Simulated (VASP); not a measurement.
A run of VASP 6.6.1:

Contents of INCAR:

```
SYSTEM = Zn5CdS6
PREC     = Accurate       ! precision mode
ENCUT    = 520            ! plane-wave cutoff, eV
EDIFF    = 1E-7           ! SCF threshold, eV
ISMEAR   = 0              ! smearing method
SIGMA    = 0.1            ! smearing width, eV
LREAL    = .FALSE.        ! projectors in reciprocal space
LASPH    = .TRUE.         ! aspherical terms in the spheres
NELM     = 100            ! most SCF steps
ALGO     = Normal         ! electronic algorithm
ISIF     = 2              ! what is computed and relaxed
LWAVE    = .FALSE.        ! write WAVECAR
LCHARG   = .FALSE.        ! write CHGCAR
GGA      = PE             ! functional
NBANDS   = 66             ! bands
```

File KPOINTS:

```
Automatic mesh
0
G
  6 6 1
  0 0 0
```

Contents of POSCAR:

```
Zn5CdS6
1.0
    3.8999786678      0.0000000029      0.0000000000
   -1.9499893364      3.3774805990      0.0000000000
    0.0000000000      0.0000000000     19.2039446601
Zn Cd S
5 1 6
Direct
    0.0000000000      0.0000000000      0.0088022374
    0.6666666667      0.3333333333      0.6578750010
    0.0000000000      0.0000000000      0.4955007434
    0.3333333333      0.6666666667      0.3331774284
    0.6666666667      0.3333333333      0.1708471823
    0.3333333333      0.6666666667      0.8307189804
    0.0000000000      0.0000000000      0.8869403490
    0.3333333333      0.6666666667      0.6980582803
    0.6666666667      0.3333333333      0.5354429203
    0.0000000000      0.0000000000      0.3731829527
    0.3333333333      0.6666666667      0.2108886507
    0.6666666667      0.3333333333      0.0485652741
```

Potentials or basis: VASP PAW PBE potentials, release 64 (Zn, Cd, S).

Command:

```sh
$ cat potpaw_PBE.64/Zn/POTCAR potpaw_PBE.64/Cd/POTCAR potpaw_PBE.64/S/POTCAR > POTCAR
$ mpirun -np 1 vasp_std > vasp.out
```

Hardware: 1 thread of Intel(R) Xeon(R) Platinum 8488C (Sapphire Rapids), on a shared host.

Problem. How long does it take, and how much memory?

Solution. Run time: 110 s on 1 thread of Intel(R) Xeon(R) Platinum 8488C (Sapphire Rapids), on a shared host, peak memory 0.39 GiB. Counts: scf iterations 18, k points 7.
